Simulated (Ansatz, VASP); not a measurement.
**Two plane-wave programs on NbRe3Pd**

```
Nb Re Pd
1.0
     4.62893    0.00000    0.00000
     0.00000    4.62893    0.00000
     0.00000    0.00000    4.62893
Nb Re Pd
1 3 1
Direct
  0.00000 0.00000 0.00000
  0.00000 0.50000 0.50000
  0.50000 0.00000 0.50000
  0.50000 0.50000 0.00000
  0.50000 0.50000 0.50000
```

Alike in both runs: functional PBE; k mesh 8 × 8 × 8; occupations gaussian, width 0.1 eV; no spin polarisation.

Ansatz relaxed the structure, and its values are those at the end. VASP's run is a single point on that final structure, the one shown.

```csv
,VASP,Ansatz
version,VASP 6.6.1,Ansatz 0.2.0
potentials or method,"VASP PAW PBE potentials, release 64 (Nb_sv, Re, Pd), cutoff 520 eV","scalar-relativistic, plane waves, PAW"
valence electrons in the cell,44,76
```

|  | VASP | Ansatz | Ansatz less VASP |
| --- | --- | --- | --- |
| gap on the k mesh at the Fermi level (eV) | none | none | - |
| pressure (GPa) | -1.4 | 0.0 | +1.39 |

A gap of «none» marks a metal or a gap that the smearing closes. VASP's potentials hold 44 valence electrons a cell and Ansatz's 76, so a difference there can come from the potentials and not from the codes.

Neither program's run includes spin-orbit coupling.
